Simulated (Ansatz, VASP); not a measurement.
# C in VASP and in Ansatz

```
C
1.0
     2.55529    0.00000    0.00000
    -1.27764    2.21295    0.00000
     0.00000    0.00000    8.34550
C
8
Direct
  0.66667 0.33333 0.84375
  0.33333 0.66667 0.34375
  0.66667 0.33333 0.65625
  0.33333 0.66667 0.15625
  0.00000 0.00000 0.90625
  0.00000 0.00000 0.40625
  0.00000 0.00000 0.59375
  0.00000 0.00000 0.09375
```

Alike in both runs: task single point; functional PBE exchange alone; k mesh 12 × 12 × 4; occupations fermi-dirac, width 0.05 eV; no spin polarisation.

```csv
,VASP,Ansatz
version,VASP 6.6.1,Ansatz 0.2.0
potentials or method,"VASP PAW PBE potentials, release 64 (C)",Ansatz PAW
plane-wave cutoff (eV),520,420
valence electrons in the cell,32,32
```

Ansatz gave:

| Item | Value |
| --- | --- |
| gap on the k mesh at the Fermi level (eV) | 4.67 |
| least direct gap on the mesh (eV) | 5.24 |
| pressure (GPa) | 15.0 |
| traceless stress, the component that is largest in VASP (GPa) | 7.58 |
| rms of the force components (eV/Å) | 0.177 |

Question: Which values does VASP return?

Answer: gap on the k mesh at the Fermi level (eV): 4.66; least direct gap on the mesh (eV): 5.24; pressure (GPa): 15.4; traceless stress, the component that is largest in VASP (GPa): 7.56; rms of the force components (eV/Å): 0.177.

VASP's potentials were made for PBE, not for PBE exchange alone. Atom by atom the forces differ by 0.001 eV/Å (rms over components). The functional is the same, so the differences come from potentials, cutoffs and numerics.

Noted on Ansatz's run: Pulay correction over one GPa.
